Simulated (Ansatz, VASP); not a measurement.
Two plane-wave programs on TiO2

Contents of POSCAR:

```
TiO2
1.0
   -1.8323030467      1.8323030467      4.8632698918
    1.8323030467     -1.8323030467      4.8632698918
    1.8323030467      1.8323030467     -4.8632698918
Ti O
2 4
Direct
    0.0000000000      0.0000000000      0.0000000000
    0.7500000000      0.2500000000      0.5000000000
    0.2073045411      0.2073045411      0.0000000000
    0.9573045411      0.4573045411      0.5000000000
    0.5426954589      0.0426954589      0.5000000000
    0.7926954589      0.7926954589      0.0000000000
```

INCAR.step1

```
PREC = Accurate
ENCUT = 520
ISMEAR = 0
SIGMA = 0.05
LREAL = False
LASPH = True
NELM = 100
NBANDS = 33
GGA = PE
ALGO = Normal
EDIFF = 1E-4
LWAVE = True
LCHARG = False
```

INCAR.step2

```
PREC = Accurate
ENCUT = 520
EDIFF = 1E-6
ISMEAR = 0
SIGMA = 0.05
LREAL = False
LASPH = True
NELM = 100
ALGO = Normal
ISIF = 2
LWAVE = False
LCHARG = True
METAGGA = R2SCAN
LMIXTAU = True
LELF = True
LVHAR = True
NBANDS = 33
ISTART = 1
```

The input KPOINTS:

```
Automatic mesh
0
Gamma
  8 8 8
```

Input for Ansatz:

```yaml
crystal:
  lattice:
    - [-1.8323030467, 1.8323030467, 4.8632698918]
    - [1.8323030467, -1.8323030467, 4.8632698918]
    - [1.8323030467, 1.8323030467, -4.8632698918]
  atoms:
    - { symbol: Ti, position: [0.0, 0.0, 0.0] }
    - { symbol: Ti, position: [0.75, 0.25, 0.5] }
    - { symbol: O, position: [0.2073045411, 0.2073045411, 0.0] }
    - { symbol: O, position: [0.9573045411, 0.4573045411, 0.5] }
    - { symbol: O, position: [0.5426954589, 0.0426954589, 0.5] }
    - { symbol: O, position: [0.7926954589, 0.7926954589, 0.0] }
basis:
  ecutwfc: 500
kpoints:
  mp_grid: { grid: [8, 8, 8] }
hamiltonian:
  xc: r2scan
scf:
  occupations: { method: gaussian, width: 0.05 }
output:
  forces: true
  stress: true
  eigenvalues: true
```

Change from the starting cell: strain -0.030 along x and y, +0.015 along z, atoms carried along.

Alike in both runs: task single point; functional r2SCAN; k mesh 8 × 8 × 8; occupations gaussian, width 0.05 eV; no spin polarisation.

|  | VASP | Ansatz |
| --- | --- | --- |
| version | VASP 6.6.1 | Ansatz 0.2.0 |
| potentials or method | VASP PAW PBE potentials, release 64 (Ti_sv, O), cutoff 520 eV | scalar-relativistic, plane waves, PAW |
| valence electrons in the cell | 48 | 48 |

```tsv
	VASP	Ansatz	Ansatz less VASP
gap on the k mesh at the Fermi level (eV)	2.77	2.75	-0.019
least direct gap on the mesh (eV)	3.14	3.12	-0.026
pressure (GPa)	13.4	12.0	-1.40
traceless stress, the component that is largest in VASP (GPa)	-8.84	-8.39	+0.450
rms of the force components (eV/Å)	0.172	0.179	+0.0069
```

VASP's potentials were made for PBE, not for r2SCAN. Atom by atom the forces differ by 0.007 eV/Å (rms over components).
